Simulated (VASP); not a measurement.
# Te2Mo (P6_3/mmc) in VASP: a series of runs, part 2 of 2

VASP 6.6.1. Earlier steps stand in the parts before.

**4. Single point, r2SCAN (uniaxial z strain +3.0%)**

File POSCAR:

```
Te2Mo
1.0
    3.5421311455      0.0000000000      0.0000000000
   -1.7710655727      3.0675755555      0.0000000000
    0.0000000000      0.0000000000     14.6019721252
Mo Te
2 4
Direct
    0.3333333333      0.6666666667      0.2500000000
    0.6666666667      0.3333333333      0.7500000000
    0.6666666667      0.3333333333      0.3731332326
    0.6666666667      0.3333333333      0.1268667674
    0.3333333333      0.6666666667      0.8731332326
    0.3333333333      0.6666666667      0.6268667674
```

File INCAR.step1:

```
SYSTEM = Te2Mo
  PREC = Accurate
  ENCUT = 520
  ISMEAR = 0
  SIGMA = 0.01
  LREAL = .FALSE.
  LASPH = .TRUE.
  NELM = 60
  NBANDS = 35
  GGA = PE
  ALGO = Normal
  EDIFF = 1E-4
  LWAVE = .TRUE.
  LCHARG = .FALSE.
```

File INCAR.step2:

```
SYSTEM = Te2Mo
  PREC = Accurate
  ENCUT = 520
  EDIFF = 1E-6
  ISMEAR = 0
  SIGMA = 0.01
  LREAL = .FALSE.
  LASPH = .TRUE.
  NELM = 60
  ALGO = Normal
  ISIF = 2
  LWAVE = .FALSE.
  LCHARG = .FALSE.
  METAGGA = R2SCAN
  LMIXTAU = .TRUE.
  NBANDS = 35
  ISTART = 1
```

File KPOINTS:

```
Automatic mesh
0
G
  12 12 2
  0 0 0
```

Potentials or basis: VASP PAW PBE potentials, release 64 (Mo_sv, Te).

Started as:

```console
> cat potpaw_PBE.64/Mo_sv/POTCAR potpaw_PBE.64/Te/POTCAR > POTCAR
> cp INCAR.step1 INCAR
> mpirun -np 1 vasp_std > vasp.out
> cp INCAR.step2 INCAR
> mpirun -np 1 vasp_std > vasp.out
```

OUTCAR:

```text
SYSTEM = Te2Mo
   PREC = Accurate
   ENCUT = 520
   EDIFF = 1E-6
   ISMEAR = 0
   LREAL = .FALSE.
   LASPH = .TRUE.
   NELM = 60
   ISIF = 2
   METAGGA = R2SCAN
   ISTART = 1

 ion  position               nearest neighbor table
   1  0.333  0.667  0.250-   3 2.72   4 2.72   3 2.72   4 2.72   3 2.72   4 2.72
   2  0.667  0.333  0.750-   5 2.72   6 2.72   5 2.72   6 2.72   5 2.72   6 2.72
   3  0.667  0.333  0.373-   1 2.72   1 2.72   1 2.72   4 3.60
   4  0.667  0.333  0.127-   1 2.72   1 2.72   1 2.72   3 3.60
   5  0.333  0.667  0.873-   2 2.72   2 2.72   2 2.72   6 3.60
[... 1123 lines left out ...]
  -------------------------------------------------------------------------------------
  Total        0.9910413      0.9910413      0.2849133      0.0000000     -0.0000000      0.0000000
  in kB       10.0076227     10.0076227      2.8770795      0.0000000     -0.0000000      0.0000000
  external PRESSURE =       7.6307750 kB  Pullay stress =       0.0000000 kB

 VOLUME and BASIS-vectors are now :
 -----------------------------------------------------------------------------
  energy-cutoff  :      520.00
  volume of cell :      158.66
      direct lattice vectors                 reciprocal lattice vectors
     3.542131145  0.000000000  0.000000000     0.282315916  0.162995170  0.000000000
    -1.771065573  3.067575555  0.000000000     0.000000000  0.325990341  0.000000000
     0.000000000  0.000000000 14.601972125     0.000000000  0.000000000  0.068483900

 POSITION                                       TOTAL-FORCE (eV/Angst)
 -----------------------------------------------------------------------------------
     -0.00000      2.04505      3.65049         0.000000     -0.000000      0.000000
      1.77107      1.02253     10.95148        -0.000000      0.000000      0.000000
      1.77107      1.02253      5.44848         0.000000     -0.000000      0.001440
      1.77107      1.02253      1.85251         0.000000     -0.000000     -0.001440
     -0.00000      2.04505     12.74947         0.000000      0.000000      0.001440
     -0.00000      2.04505      9.15349         0.000000      0.000000     -0.001440
 -----------------------------------------------------------------------------------
    total drift:                                0.000000     -0.000000      0.000000

  FREE ENERGIE OF THE ION-ELECTRON SYSTEM (eV)
  ---------------------------------------------------
  free  energy   TOTEN  =      -155.6588723073 eV

  energy  without entropy=     -155.6588723073  energy(sigma->0) =     -155.65887231
```

OUTCAR.step1:

```text
SYSTEM = Te2Mo
   PREC = Accurate
   ENCUT = 520
   ISMEAR = 0
   LREAL = .FALSE.
   LASPH = .TRUE.
[... 1152 lines left out ...]
      1.77107      1.02253      1.85251        -0.000000     -0.000000     -0.207953
     -0.00000      2.04505     12.74947        -0.000000     -0.000000      0.207953
     -0.00000      2.04505      9.15349        -0.000000     -0.000000     -0.207953
 -----------------------------------------------------------------------------------
    total drift:                                0.000000     -0.000000      0.000000

  FREE ENERGIE OF THE ION-ELECTRON SYSTEM (eV)
  ---------------------------------------------------
  free  energy   TOTEN  =       -36.0563309339 eV

  energy  without entropy=      -36.0563309339  energy(sigma->0) =      -36.05633093
```

Wall time 15 min (1 thread of Oxide Virtual Turin-like, shared host); peak memory 0.39 GiB.

Results:

* Free energy: -155.6589 eV
* Pressure: 0.8 GPa
* Band gap on the k mesh: 1.05 eV, indirect (least direct gap 1.11 eV)

Caveat: the cell differs from its parent crystal (uniaxial z strain +3.0%); the PAW data sets were made with another functional, which shifts forces and pressure a little; spin-orbit coupling is left out, which moves the levels of the heavy elements. A k mesh can miss the band edges.

**5. Single point, r2SCAN (uniaxial z strain +4.0%)**

File POSCAR:

```
Te2Mo
1.0
    3.5421311455      0.0000000000      0.0000000000
   -1.7710655727      3.0675755555      0.0000000000
    0.0000000000      0.0000000000     14.7437388449
Mo Te
2 4
Direct
    0.3333333333      0.6666666667      0.2500000000
    0.6666666667      0.3333333333      0.7500000000
    0.6666666667      0.3333333333      0.3720229098
    0.6666666667      0.3333333333      0.1279770902
    0.3333333333      0.6666666667      0.8720229098
    0.3333333333      0.6666666667      0.6279770902
```

File INCAR.step1:

```
  ALGO = Normal
  EDIFF = 1E-4
  ENCUT = 520
  GGA = PE
  ISMEAR = 0
  LASPH = True
  LCHARG = False
  LREAL = False
  LWAVE = True
  NBANDS = 35
  NELM = 100
  PREC = Accurate
  SIGMA = 0.01
```

File INCAR.step2:

```
  ALGO = Normal
  EDIFF = 1E-7
  ENCUT = 520
  ISIF = 2
  ISMEAR = 0
  ISTART = 1
  LASPH = True
  LCHARG = True
  LELF = True
  LMIXTAU = True
  LREAL = False
  LVHAR = True
  LWAVE = False
  METAGGA = R2SCAN
  NBANDS = 35
  NELM = 100
  PREC = Accurate
  SIGMA = 0.01
```

File KPOINTS:

```
k-points
0
Gamma
  12 12 2
```

Potentials or basis: VASP PAW PBE potentials, release 64 (Mo_sv, Te).

Started as:

```console
> cat potpaw_PBE.64/Mo_sv/POTCAR potpaw_PBE.64/Te/POTCAR > POTCAR
> cp INCAR.step1 INCAR
> mpirun -np 1 vasp_std > vasp.out
> cp INCAR.step2 INCAR
> mpirun -np 1 vasp_std > vasp.out
```

OUTCAR:

```text
EDIFF = 1E-7
   ENCUT = 520
   ISIF = 2
   ISMEAR = 0
   ISTART = 1
   LASPH = True
   LREAL = False
   METAGGA = R2SCAN
   NELM = 100
   PREC = Accurate

 ion  position               nearest neighbor table
   1  0.333  0.667  0.250-   3 2.72   4 2.72   3 2.72   4 2.72   3 2.72   4 2.72
   2  0.667  0.333  0.750-   5 2.72   6 2.72   5 2.72   6 2.72   5 2.72   6 2.72
   3  0.667  0.333  0.372-   1 2.72   1 2.72   1 2.72   4 3.60
   4  0.667  0.333  0.128-   1 2.72   1 2.72   1 2.72   3 3.60
   5  0.333  0.667  0.872-   2 2.72   2 2.72   2 2.72   6 3.60
   6  0.333  0.667  0.628-   2 2.72   2 2.72   2 2.72   5 3.60

  LATTYP: Found a hexagonal cell.
 ALAT       =     3.5421311455
 C/A-ratio  =     4.1623921417

  Lattice vectors:

 A1 = (   3.5421311455,   0.0000000000,   0.0000000000)
 A2 = (  -1.7710655727,   3.0675755555,   0.0000000000)
 A3 = (   0.0000000000,   0.0000000000,  14.7437388449)

Analysis of symmetry for initial positions (statically):
=====================================================================
 Subroutine PRICEL returns:
[... 185 lines left out ...]
 cond. band min:       8.1733721388   @ k =   0.2500   0.1667   0.0000
 fundamental gap:      1.0701885214
 Fermi energy:         7.1982966121

 k-point     1 :       0.0000    0.0000    0.0000
  band No.  band energies     occupation
      1     -55.5860      2.00000
      2     -55.5860      2.00000
      3     -29.0169      2.00000
      4     -29.0169      2.00000
      5     -28.9103      2.00000
      6     -28.9103      2.00000
[... 901 lines left out ...]
     34      10.8299      0.00000
     35      12.8858      0.00000

 [... further k-points ...]

------------------------ aborting loop because EDIFF is reached ----------------------------------------

  FORCE on cell =-STRESS in cart. coord.  units (eV):
  Direction    XX          YY          ZZ          XY          YZ          ZX
  --------------------------------------------------------------------------------------
  -------------------------------------------------------------------------------------
  Total        0.9203831      0.9203831      0.0342270      0.0000000      0.0000000      0.0000000
  in kB        9.2047437      9.2047437      0.3423036      0.0000000      0.0000000      0.0000000
  external PRESSURE =       6.2505970 kB  Pullay stress =       0.0000000 kB

 VOLUME and BASIS-vectors are now :
 -----------------------------------------------------------------------------
  energy-cutoff  :      520.00
  volume of cell :      160.20
      direct lattice vectors                 reciprocal lattice vectors
     3.542131145  0.000000000  0.000000000     0.282315916  0.162995170  0.000000000
    -1.771065573  3.067575555  0.000000000     0.000000000  0.325990341  0.000000000
     0.000000000  0.000000000 14.743738845     0.000000000  0.000000000  0.067825401

 POSITION                                       TOTAL-FORCE (eV/Angst)
 -----------------------------------------------------------------------------------
     -0.00000      2.04505      3.68593         0.000000     -0.000000     -0.000000
      1.77107      1.02253     11.05780         0.000000      0.000000     -0.000000
      1.77107      1.02253      5.48501        -0.000000      0.000000     -0.001889
      1.77107      1.02253      1.88686        -0.000000      0.000000      0.001889
     -0.00000      2.04505     12.85688        -0.000000      0.000000     -0.001889
     -0.00000      2.04505      9.25873        -0.000000      0.000000      0.001889
 -----------------------------------------------------------------------------------
    total drift:                               -0.000000      0.000000     -0.000000

  FREE ENERGIE OF THE ION-ELECTRON SYSTEM (eV)
  ---------------------------------------------------
  free  energy   TOTEN  =      -155.6606151711 eV

  energy  without entropy=     -155.6606151711  energy(sigma->0) =     -155.66061517
```

OSZICAR.step1:

```text
N       E                     dE             d eps       ncg     rms          rms(c)
DAV:   1     0.392580788342E+03    0.39258E+03   -0.26908E+04  3052   0.132E+03
DAV:   2    -0.153337475093E+02   -0.40791E+03   -0.39565E+03  3300   0.314E+02
DAV:   3    -0.368221605091E+02   -0.21488E+02   -0.21080E+02  3281   0.624E+01
DAV:   4    -0.373426738708E+02   -0.52051E+00   -0.51808E+00  3187   0.954E+00
DAV:   5    -0.373569449142E+02   -0.14271E-01   -0.14266E-01  3360   0.160E+00    0.211E+01
DAV:   6    -0.365994737363E+02    0.75747E+00   -0.60755E+00  2896   0.135E+01    0.870E+00
DAV:   7    -0.364992209255E+02    0.10025E+00   -0.50052E+00  2793   0.110E+01    0.616E+00
DAV:   8    -0.360648456645E+02    0.43438E+00   -0.95250E-01  2791   0.536E+00    0.250E+00
DAV:   9    -0.360684721586E+02   -0.36265E-02   -0.21919E-01  3101   0.213E+00    0.106E+00
DAV:  10    -0.360609126001E+02    0.75596E-02   -0.33852E-02  2846   0.108E+00    0.349E-01
DAV:  11    -0.360613174415E+02   -0.40484E-03   -0.20524E-03  3001   0.212E-01    0.174E-01
DAV:  12    -0.360612716312E+02    0.45810E-04   -0.88098E-05  1715   0.493E-02
   1 F= -.36061272E+02 E0= -.36061272E+02  d E =-.809898E-63
```

It took 24 min on 1 thread of Oxide Virtual Turin-like, shared host; peak memory 0.39 GiB.

What came out:

| Property | Result |
| --- | --- |
| Free energy | -155.6606 eV |
| Pressure | 0.6 GPa |
| Band gap on the k mesh | 1.07 eV, indirect (least direct gap 1.11 eV) |

Levels at points of the mesh, in eV from the valence-band top:
```
           k point  band 24  band 25  band 26  band 27  band 28  band 29
(0.00, 0.00, 0.00)    -0.85    -0.78    -0.05     3.12     3.12     3.18
(0.50, 0.00, 0.00)    -0.85    -0.56    -0.42     1.43     1.46     1.70
(0.00, 0.00, 0.50)    -1.04    -0.20    -0.20     3.14     3.14     3.14
(0.50, 0.00, 0.50)    -0.85    -0.49    -0.49     1.44     1.44     1.82
```

Caveat: the cell differs from its parent crystal (uniaxial z strain +4.0%); the PAW data sets were made with another functional, which shifts forces and pressure a little; spin-orbit coupling is left out, which moves the levels of the heavy elements.

**6. Single point, r2SCAN (uniaxial z strain -1.0%)**

File POSCAR:

```
Te2Mo
1.0
    3.5421311455      0.0000000000      0.0000000000
   -1.7710655727      3.0675755555      0.0000000000
    0.0000000000      0.0000000000     14.0349052466
Mo Te
2 4
Direct
    0.3333333333      0.6666666667      0.2500000000
    0.6666666667      0.3333333333      0.7500000000
    0.6666666667      0.3333333333      0.3777024940
    0.6666666667      0.3333333333      0.1222975060
    0.3333333333      0.6666666667      0.8777024940
    0.3333333333      0.6666666667      0.6222975060
```

File INCAR.step1:

```
  PREC = Accurate
  ENCUT = 520
  ISMEAR = 0
  SIGMA = 0.01
  LREAL = False
  LASPH = True
  NELM = 60
  NBANDS = 35
  GGA = PE
  ALGO = Normal
  EDIFF = 1E-4
  LWAVE = True
  LCHARG = False
```

File INCAR.step2:

```
  PREC = Accurate
  ENCUT = 520
  EDIFF = 1E-6
  ISMEAR = 0
  SIGMA = 0.01
  LREAL = False
  LASPH = True
  NELM = 60
  ALGO = Normal
  ISIF = 2
  LWAVE = False
  LCHARG = True
  METAGGA = R2SCAN
  LMIXTAU = True
  LELF = True
  LVHAR = True
  NBANDS = 35
  ISTART = 1
```

File KPOINTS:

```
Automatic mesh
0
Gamma
  12 12 2
```

Potentials or basis: VASP PAW PBE potentials, release 64 (Mo_sv, Te).

Started as:

```console
> cat potpaw_PBE.64/Mo_sv/POTCAR potpaw_PBE.64/Te/POTCAR > POTCAR
> cp INCAR.step1 INCAR
> mpirun -np 1 vasp_std > vasp.out
> cp INCAR.step2 INCAR
> mpirun -np 1 vasp_std > vasp.out
```

It took 15 min on 1 thread of Oxide Virtual Turin-like, shared host; peak memory 0.38 GiB.

The run converged. Its results:

```
Free energy            : -155.6216 eV
Pressure               : 1.6 GPa
Band gap on the k mesh : 0.87 eV, indirect (least direct gap 1.08 eV)
```

Forces in eV/Å, atoms in the order of the input:
```
Mo   0.000  0.000  0.000
Mo   0.000  0.000  0.000
Te   0.000  0.000 -0.003
Te   0.000  0.000  0.003
Te   0.000  0.000 -0.003
Te   0.000  0.000  0.003
```

Stress tensor (GPa, compression positive):
```
1.44 0.00 0.00
0.00 1.44 0.00
0.00 0.00 1.80
```

Levels at points of the mesh, in eV from the valence-band top:
```
           k point  band 22  band 23  band 24  band 25  band 26  band 27  band 28  band 29  band 30  band 31
(0.00, 0.00, 0.00)    -1.19    -1.19    -1.02    -0.44     0.00     2.93     2.93     3.05     3.05     3.18
(0.50, 0.00, 0.00)    -1.93    -1.06    -1.00    -0.80    -0.53     1.26     1.32     1.53     1.81     2.84
(0.00, 0.00, 0.50)    -1.21    -1.21    -1.21    -0.11    -0.11     2.97     2.97     2.97     2.97     3.32
(0.50, 0.00, 0.50)    -2.03    -1.01    -1.01    -0.66    -0.66     1.29     1.29     1.69     1.69     3.26
```

Caveat: the cell differs from its parent crystal (uniaxial z strain -1.0%); the PAW data sets were made with another functional, which shifts forces and pressure a little; spin-orbit coupling is left out, which moves the levels of the heavy elements.

**7. The runs side by side**

| level | cell | smearing | gap on the mesh (eV) | pressure (GPa) |
| --- | --- | --- | --- | --- |
| PBE | a = 3.542, b = 3.542, c = 14.177 Å, angles 90.0, 90.0, 120.0°, 6 atoms | fermi-dirac 0.02 eV | 0.82 | 1.9 |
| r2SCAN | a = 3.542, b = 3.542, c = 14.460 Å, angles 90.0, 90.0, 120.0°, 6 atoms | gaussian 0.01 eV | 1.03 | 0.9 |
| r2SCAN | a = 3.542, b = 3.542, c = 14.602 Å, angles 90.0, 90.0, 120.0°, 6 atoms | gaussian 0.01 eV | 1.05 | 0.8 |
| r2SCAN | a = 3.542, b = 3.542, c = 14.744 Å, angles 90.0, 90.0, 120.0°, 6 atoms | gaussian 0.01 eV | 1.07 | 0.6 |
| r2SCAN | a = 3.542, b = 3.542, c = 14.035 Å, angles 90.0, 90.0, 120.0°, 6 atoms | gaussian 0.01 eV | 0.87 | 1.6 |

Alike in all rows: task single point; potentials or basis VASP PAW PBE potentials, release 64 (Mo_sv, Te); no spin polarisation; k mesh 12 × 12 × 2; cutoff (eV) 520.

Caveats: spin-orbit coupling is left out, which moves the levels of the heavy elements; the PAW data sets were made with another functional, which shifts forces and pressure a little (some runs); this functional lacks dispersion, which binds the layers, so the pressure and a relaxed spacing across them are unreliable (some runs).

Absolute energies hang on the potentials; compare differences alone.
